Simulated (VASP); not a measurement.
# In (Pm-3m) in VASP: further runs, part 2 of 2

VASP 6.6.1.

## (5) Single point, PBE (volume scaled by 0.68)

Input file INCAR:

```
PREC = Accurate ; ENCUT = 520
EDIFF = 1E-6 ; ISMEAR = -1
SIGMA = 0.05 ; LREAL = False
LASPH = True ; NELM = 100
ALGO = Normal ; ISIF = 2
LWAVE = False ; LCHARG = False
GGA = PE ; NBANDS = 12
```

Input file KPOINTS:

```
Automatic mesh
0
Gamma
  12 12 12
```

Input file POSCAR:

```
In
1.0
    2.7159464493      0.0000000000      0.0000000000
    0.0000000000      2.7159464493      0.0000000000
    0.0000000000      0.0000000000      2.7159464493
In
1
Direct
    0.0000000000      0.0000000000      0.0000000000
```

Potentials or basis: VASP PAW PBE potentials, release 64 (In_d).

Command:

```console
$ cat potpaw_PBE.64/In_d/POTCAR > POTCAR
$ mpirun -np 1 vasp_std > vasp.out
```

OUTCAR:

```text
PREC = Accurate
   ENCUT = 520
   EDIFF = 1E-6
   ISMEAR = -1
   LREAL = False
   LASPH = True
   NELM = 100
   ISIF = 2
   GGA = PE

 ion  position               nearest neighbor table
   1  0.000  0.000  0.000-

  LATTYP: Found a simple cubic cell.
 ALAT       =     2.7159464493

  Lattice vectors:

 A1 = (   2.7159464493,   0.0000000000,   0.0000000000)
 A2 = (   0.0000000000,   2.7159464493,   0.0000000000)
 A3 = (   0.0000000000,   0.0000000000,   2.7159464493)

Analysis of symmetry for initial positions (statically):
=====================================================================
 Subroutine PRICEL returns:
 Original cell was already a primitive cell.

 Routine SETGRP: Setting up the symmetry group for a
 simple cubic supercell.

 Subroutine GETGRP returns: Found 48 space group operations
 (whereof 48 operations were pure point group operations)
 out of a pool of 48 trial point group operations.

The static configuration has the point symmetry O_h .

Analysis of symmetry for dynamics (positions and initial velocities):
=====================================================================
 Subroutine PRICEL returns:
 Original cell was already a primitive cell.

 Routine SETGRP: Setting up the symmetry group for a
 simple cubic supercell.

 Subroutine GETGRP returns: Found 48 space group operations
 (whereof 48 operations were pure point group operations)
 out of a pool of 48 trial point group operations.

The dynamic configuration has the point symmetry O_h .

 Subroutine INISYM returns: Found 48 space group operations
 (whereof 48 operations are pure point group operations),
 and found     1 'primitive' translations

----------------------------------------------------------------------------------------

                                     Primitive cell

  volume of cell :      20.0338

  direct lattice vectors                    reciprocal lattice vectors
     2.715946449  0.000000000  0.000000000     0.368195772  0.000000000  0.000000000
     0.000000000  2.715946449  0.000000000     0.000000000  0.368195772  0.000000000
     0.000000000  0.000000000  2.715946449     0.000000000  0.000000000  0.368195772

  length of vectors
     2.715946449  2.715946449  2.715946449     0.368195772  0.368195772  0.368195772

  position of ions in fractional coordinates (direct lattice)
     0.000000000  0.000000000  0.000000000

  ion indices of the primitive-cell ions
   primitive index   ion index
                 1           1

----------------------------------------------------------------------------------------

 KPOINTS: Automatic mesh

Automatic generation of k-mesh.
 Grid dimensions read from file:
 generate k-points for:   12   12   12

 Generating k-lattice:

  Cartesian coordinates                     Fractional coordinates (reciprocal lattice)
     0.030682981  0.000000000  0.000000000     0.083333333  0.000000000  0.000000000
     0.000000000  0.030682981  0.000000000     0.000000000  0.083333333  0.000000000
     0.000000000  0.000000000  0.030682981     0.000000000  0.000000000  0.083333333

  Length of vectors
     0.030682981  0.030682981  0.030682981

  Shift w.r.t. Gamma in fractional coordinates (k-lattice)
     0.000000000  0.000000000  0.000000000

 Subroutine IBZKPT returns following result:
 ===========================================

 Found     84 irreducible k-points:

 Following reciprocal coordinates:
            Coordinates               Weight
  0.000000  0.000000  0.000000      1.000000
  0.083333  0.000000  0.000000      6.000000
  0.166667  0.000000  0.000000      6.000000
  0.250000  0.000000  0.000000      6.000000
  0.333333  0.000000  0.000000      6.000000
  0.416667  0.000000  0.000000      6.000000
[... 16 lines left out ...]
  0.333333  0.333333  0.000000     12.000000
  0.416667  0.333333  0.000000     24.000000
 [... further k-points ...]
   k-points           NKPTS =     84   k-points in BZ     NKDIM =     84   number of bands    NBANDS=     12
   number of dos      NEDOS =    301   number of ions     NIONS =      1
   total plane-waves  NPLWV =   8000
   dimension x,y,z NGX =    20 NGY =   20 NGZ =   20
   dimension x,y,z NGXF=    40 NGYF=   40 NGZF=   40
   ions per type =               1
   NGX,Y,Z   is equivalent  to a cutoff of  12.24, 12.24, 12.24 a.u.
   NGXF,Y,Z  is equivalent  to a cutoff of  24.48, 24.48, 24.48 a.u.
 SYSTEM =  unknown system
   PREC   = accura    normal or accurate (medium, high low for compatibility)
   ISTART =      0    job   : 0-new  1-cont  2-samecut
   ICHARG =      2    charge: 1-file 2-atom 10-const
   ISPIN  =      1    spin polarized calculation?
   LNONCOLLINEAR =      F non collinear calculations
   LSORBIT =      F    spin-orbit coupling
   LASPH  =      T    aspherical Exc in radial PAW
   ENCUT  =  520.0 eV  38.22 Ry    6.18 a.u.   5.05  5.05  5.05*2*pi/ulx,y,z
   NELM   =    100;   NELMIN=  2; NELMDL= -5     # of ELM steps
   EDIFF  = 0.1E-05   stopping-criterion for ELM
   LREAL  =      F    real-space projection
   EDIFFG = 0.1E-04   stopping-criterion for IOM
   NSW    =      0    number of steps for IOM
   IBRION =     -1    ionic relax: 0-MD 1-quasi-New 2-CG
   NFREE  =      0    steps in history (QN), initial steepest desc. (CG)
   ISIF   =      2    stress and relaxation
   ISYM   =      2    0-nonsym 1-usesym 2-fastsym
   POTIM  = 0.5000    time-step for ionic-motion
   TEBEG  =    0.0;   TEEND  =   0.0 temperature during run
   PSTRESS=    0.0 pullay stress
   NELECT =      13.0000    total number of electrons
   NUPDOWN=      -1.0000    fix difference up-down
   EMIN   =  10.00;   EMAX   =-10.00  energy-range for DOS
   EFERMI =   0.00;   METHOD = LEGACY
   ISMEAR =    -1;   SIGMA  =   0.05  broadening in eV -4-tet -1-fermi 0-gaus
   EFERMI_NEDOS =   21; number of points for ismear=-14 and -15
   IALGO  =     38    algorithm
   IMIX   =      4    mixing-type and parameters
     AMIX     =   0.40;   BMIX     =  1.00
     AMIX_MAG =   1.60;   BMIX_MAG =  1.00
  volume/ion in A,a.u.               =      20.03       135.19
  Fermi-wavevector in a.u.,A,eV,Ry     =   1.417321  2.678347 27.331349  2.008797
  Thomas-Fermi vector in A             =   2.538563
   LORBIT       =      0    0 simple, 1 ext, 2 COOP (PROOUT), +10 PAW based schemes
   GGA     = PE    functional components
   LHFCALC =     F    Hartree Fock is set to
   AEXX    =    0.0000 exact exchange contribution
   IVDW    =     0    specifies the selected vdW correction
   LEPSILON=     F    determine dielectric tensor
   LRPA    =     F    only Hartree local field effects (RPA)
 non-spin polarized calculation
  energy-cutoff  :      520.00
  volume of cell :       20.03
 maximum number of plane-waves:       554
   NGX = 11   NGY = 11   NGZ = 11

 number of electron      12.9999990 magnetization

 Free energy of the ion-electron system (eV)
  ---------------------------------------------------
  ext. energy  EPLUGINS =         0.00000000
  ---------------------------------------------------
  free energy    TOTEN  =        -1.79426957 eV

  energy without entropy =       -1.78936552  energy(sigma->0) =       -1.79181754

 E-fermi :  10.7335     XC(G=0): -11.5158

 val. band max:       10.7085273380   @ k =   0.3333   0.1667   0.0833
 cond. band min:      10.7728714601   @ k =   0.5000   0.5000   0.0000
 fundamental gap:      0.0643441221
 Fermi energy:        10.7335360560

 k-point     1 :       0.0000    0.0000    0.0000
  band No.  band energies     occupation
      1      -5.2634      2.00000
      2      -5.2634      2.00000
      3      -3.6163      2.00000
      4      -3.6163      2.00000
      5      -3.6163      2.00000
      6      -0.7811      2.00000
      7      19.8832      0.00000
      8      19.8832      0.00000
      9      19.8832      0.00000
     10      23.8658      0.00000
     11      23.8658      0.00000
     12      25.8568      0.00000

 k-point     2 :       0.0833    0.0000    0.0000
  band No.  band energies     occupation
      1      -5.2551      2.00000
      2      -5.1941      2.00000
      3      -3.6494      2.00000
      4      -3.6494      2.00000
      5      -3.6135      2.00000
      6      -0.6247      2.00000
      7      18.1674      0.00000
      8      20.0824      0.00000
      9      20.0824      0.00000
     10      23.8900      0.00000
     11      24.7131      0.00000
     12      26.9401      0.00000
[... 316 lines left out ...]
 k-point    24 :       0.4167    0.3333    0.0000
  band No.  band energies     occupation
      1      -4.7749      2.00000
      2      -4.6768      2.00000
      3      -4.0089      2.00000
      4      -3.9162      2.00000
      5      -3.5965      2.00000
      6       5.7657      2.00000
      7       9.7024      2.00000
      8      14.0535      0.00000
      9      18.1226      0.00000
     10      26.6769      0.00000
     11      27.1394      0.00000
     12      28.8651      0.00000

 [... further k-points ...]
[... 5 lines left out ...]
  --------------------------------------------------------------------------------------
  -------------------------------------------------------------------------------------
  Total        4.1587711      4.1587711      4.1587711      0.0000000     -0.0000000     -0.0000000
  in kB      332.5921477    332.5921477    332.5921477      0.0000000     -0.0000000     -0.0000000
  external PRESSURE =     332.5921477 kB  Pullay stress =       0.0000000 kB

 VOLUME and BASIS-vectors are now :
 -----------------------------------------------------------------------------
  energy-cutoff  :      520.00
  volume of cell :       20.03
      direct lattice vectors                 reciprocal lattice vectors
     2.715946449  0.000000000  0.000000000     0.368195772  0.000000000  0.000000000
     0.000000000  2.715946449  0.000000000     0.000000000  0.368195772  0.000000000
     0.000000000  0.000000000  2.715946449     0.000000000  0.000000000  0.368195772

 POSITION                                       TOTAL-FORCE (eV/Angst)
 -----------------------------------------------------------------------------------
      0.00000      0.00000      0.00000         0.000000      0.000000      0.000000
 -----------------------------------------------------------------------------------
    total drift:                                0.000000      0.000000      0.000000

  FREE ENERGIE OF THE ION-ELECTRON SYSTEM (eV)
  ---------------------------------------------------
  free  energy   TOTEN  =        -1.7942695660 eV

  energy  without entropy=       -1.7893655195  energy(sigma->0) =       -1.79181754
```

OSZICAR:

```text
N       E                     dE             d eps       ncg     rms          rms(c)
DAV:   1     0.788711202334E+02    0.78871E+02   -0.63543E+03  2068   0.152E+03
DAV:   2     0.168117834628E+01   -0.77190E+02   -0.74980E+02  2108   0.301E+02
DAV:   3    -0.179834074283E+01   -0.34795E+01   -0.34678E+01  2412   0.644E+01
DAV:   4    -0.186958847112E+01   -0.71248E-01   -0.71225E-01  2484   0.892E+00
DAV:   5    -0.187254208955E+01   -0.29536E-02   -0.29535E-02  2736   0.162E+00    0.488E+00
DAV:   6    -0.181105810758E+01    0.61484E-01   -0.80607E-02  2528   0.657E+00    0.230E+00
DAV:   7    -0.179565226760E+01    0.15406E-01   -0.24362E-02  3076   0.336E+00    0.423E-01
DAV:   8    -0.179425579886E+01    0.13965E-02   -0.15648E-03  2472   0.676E-01    0.459E-02
DAV:   9    -0.179427005899E+01   -0.14260E-04   -0.36791E-05  3052   0.971E-02    0.253E-02
DAV:  10    -0.179426956597E+01    0.49302E-06   -0.29241E-06  2392   0.263E-02
   1 F= -.17942696E+01 E0= -.17918175E+01  d E =-.490405E-02
```

stdout:

```text
POSCAR found type information on POSCAR In
 POSCAR found :  1 types and       1 ions
 scaLAPACK will be used
 LDA part: xc-table for (Slater+PW92), standard interpolation
 POSCAR, INCAR and KPOINTS ok, starting setup
 FFT: planning ... GRIDC
 FFT: planning ... GRID_SOFT
 FFT: planning ... GRID
 WAVECAR not read
 entering main loop
```

Run time: 6.8 s. Hardware: 1 thread of Intel Xeon 6975P-C (Granite Rapids), shared host; peak memory 0.13 GiB.

Results:

```
Free energy : -1.7943 eV
Pressure    : 33.3 GPa
```

Caveat: spin-orbit coupling is left out, which moves the levels of the heavy elements.

## (6) Overview

| cell | gap on the mesh (eV) | pressure (GPa) |
| --- | --- | --- |
| a = 2.451 Å, 1 atom | none | 132.9 |
| a = 2.576 Å, 1 atom | none | 71.0 |
| a = 2.716 Å, 1 atom | none | 33.3 |

Alike in all rows: task single point; level PBE; potentials or basis VASP PAW PBE potentials, release 64 (In_d); no spin polarisation; k mesh 12 × 12 × 12; cutoff (eV) 520; smearing fermi-dirac 0.05 eV.

Caveats: spin-orbit coupling is left out, which moves the levels of the heavy elements.

Absolute energies hang on the potentials; compare differences alone.
